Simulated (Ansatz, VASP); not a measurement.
**NaI: VASP beside Ansatz**

```
Na I
1.0
     0.00000    3.51585    2.74237
     3.51585    0.00000    2.74237
     3.51585    3.51585    0.00000
Na I
1 1
Direct
  0.00000 0.00000 0.00000
  0.50000 0.50000 0.50000
```

Alike in both runs: task single point; functional r2SCAN; k mesh 8 × 8 × 8; occupations gaussian, width 0.05 eV; no spin polarisation.

```csv
,VASP,Ansatz
version,VASP 6.6.1,Ansatz 0.2.0
potentials or method,"VASP PAW PBE potentials, release 64 (Na_pv, I), cutoff 520 eV","scalar-relativistic, plane waves, PAW"
valence electrons in the cell,14,26
```

|  | VASP | Ansatz | Ansatz less VASP |
| --- | --- | --- | --- |
| gap on the k mesh at the Fermi level (eV) | 4.37 | 4.38 | +0.009 |
| least direct gap on the mesh (eV) | 4.37 | 4.38 | +0.009 |
| pressure (GPa) | 3.0 | 3.1 | +0.08 |
| traceless stress, the component that is largest in VASP (GPa) | 8.19 | 8.15 | -0.043 |

VASP's potentials were made for PBE, not for r2SCAN. VASP's potentials hold 14 valence electrons a cell and Ansatz's 26, so a difference there can come from the potentials and not from the codes.

Spin-orbit coupling is off throughout.
